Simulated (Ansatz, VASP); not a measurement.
**C in VASP and in Ansatz**

File INCAR:

```
SYSTEM = C
  PREC = Accurate
  ENCUT = 520
  EDIFF = 1E-6
  ISMEAR = 0
  SIGMA = 0.15
  LREAL = .False.
  LASPH = .True.
  NELM = 80
  ALGO = Normal
  ISIF = 2
  LWAVE = .False.
  LCHARG = .False.
  GGA = PE
  NBANDS = 16
```

KPOINTS

```
Automatic mesh
0
Gamma
  18 18 6
  0 0 0
```

File POSCAR:

```
C
1.0
    2.4665231295      0.0000000000      0.0000000000
   -1.2332615647      2.1360716891      0.0000000000
    0.0000000000      0.0000000000      8.5653080463
C
4
Direct
   -0.0731669617      0.1998958569      0.0025000000
    0.0731669617     -0.1998958569      0.5025000000
    0.2601649803      0.8665663246      0.0025000000
    0.7398350197      0.1334336754      0.5025000000
```

Input for Ansatz:

```yaml
crystal:
  lattice:
    - [2.4665231295, 0.0, 0.0]
    - [-1.2332615647, 2.1360716891, 0.0]
    - [0.0, 0.0, 8.5653080463]
  atoms:
    - { symbol: C, position: [-0.0731669617, 0.1998958569, 0.0025] }
    - { symbol: C, position: [0.0731669617, -0.1998958569, 0.5025] }
    - { symbol: C, position: [0.2601649803, 0.8665663246, 0.0025] }
    - { symbol: C, position: [0.7398350197, 0.1334336754, 0.5025] }
basis:
  xc_grid: 2
kpoints:
  mp_grid: { grid: [18, 18, 6] }
hamiltonian:
  xc: pbe
  pseudopotentials: { kind: paw, azcp: { folder: soft_1 } }
scf:
  occupations: { method: gaussian, width: 0.15 }
output:
  forces: true
  eigenvalues: true
  stress: true
```

Alike in both runs: task single point; functional PBE; k mesh 18 × 18 × 6; occupations gaussian, width 0.15 eV; no spin polarisation.

|  | VASP | Ansatz |
| --- | --- | --- |
| version | VASP 6.6.1 | Ansatz 0.2.0 |
| potentials or method | VASP PAW PBE potentials, release 64 (C) | scalar-relativistic, plane waves, PAW |
| plane-wave cutoff (eV) | 520 | 420 |
| valence electrons in the cell | 16 | 16 |

|  | VASP | Ansatz | Ansatz less VASP |
| --- | --- | --- | --- |
| gap on the k mesh at the Fermi level (eV) | none | none | - |
| pressure (GPa) | 0.4 | 0.0 | -0.35 |
| traceless stress, the component that is largest in VASP (GPa) | -0.33 | 0.09 | +0.417 |

A gap of «none» marks a metal or a gap that the smearing closes. The functional is the same, so the differences come from potentials, cutoffs and numerics.
